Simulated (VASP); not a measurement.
A run of VASP 6.6.1 is set up as follows.

File INCAR:

```
SYSTEM = Pd
PREC = Accurate
ENCUT = 520
EDIFF = 1E-6
ISMEAR = 0
SIGMA = 0.1
LREAL = .FALSE.
LASPH = .TRUE.
NELM = 100
ALGO = Normal
ISIF = 2
LWAVE = .FALSE.
LCHARG = .TRUE.
GGA = PE
LELF = .TRUE.
LVHAR = .TRUE.
NBANDS = 11
```

File KPOINTS:

```
Automatic mesh
0
G
  14 14 14
  0 0 0
```

The input POSCAR:

```
Pd
1.0
    0.0000000000      1.9734737307      1.9734737307
    1.9734737307      0.0000000000      1.9734737307
    1.9734737307      1.9734737307      0.0000000000
Pd
1
Direct
    0.0000000000      0.0000000000      0.0000000000
```

Potentials or basis: VASP PAW PBE potentials, release 64 (Pd).

The run is started by

```sh
$ cat potpaw_PBE.64/Pd/POTCAR > POTCAR
$ mpirun -np 1 vasp_std > vasp.out
```

Q: Estimate the pressure.

A: -0.6 GPa.

Q: Estimate the band gap on the k mesh.

A: Zero (band 5 reaches 9.37 eV, above the bottom of band 6 at 7.89 eV).
